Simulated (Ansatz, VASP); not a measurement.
**Sc2Cu3 in VASP and in Ansatz**

```
Sc Cu
1.0
     4.03013    0.00000    0.00000
    -2.01506    3.49019    0.00000
     0.00000    0.00000    4.98291
Sc Cu
2 3
Direct
  0.33333 0.66667 0.16642
  0.66667 0.33333 0.83358
  0.00000 0.00000 0.00000
  0.33333 0.66667 0.64394
  0.66667 0.33333 0.35606
```

Change from the starting cell: species swapped into the Ga3Pt2 type (P-3m1, No. 164).

Alike in both runs: task single point; functional PBE; k mesh 6 × 6 × 4; occupations gaussian, width 0.1 eV; no spin polarisation.

|  | VASP | Ansatz |
| --- | --- | --- |
| version | VASP 6.6.1 | Ansatz 0.2.0 |
| potentials or method | VASP PAW PBE potentials, release 64 (Sc_sv, Cu), cutoff 520 eV | scalar-relativistic, plane waves, PAW |
| valence electrons in the cell | 55 | 79 |

|  | VASP | Ansatz | Ansatz less VASP |
| --- | --- | --- | --- |
| gap on the k mesh at the Fermi level (eV) | none | none | - |
| rms of the force components (eV/Å) | 0.453 | 0.456 | +0.0030 |

Atom by atom the forces differ by 0.003 eV/Å (rms over components). A gap of «none» marks a metal or a gap that the smearing closes. VASP's potentials hold 55 valence electrons a cell and Ansatz's 79, so a difference there can come from the potentials and not from the codes.
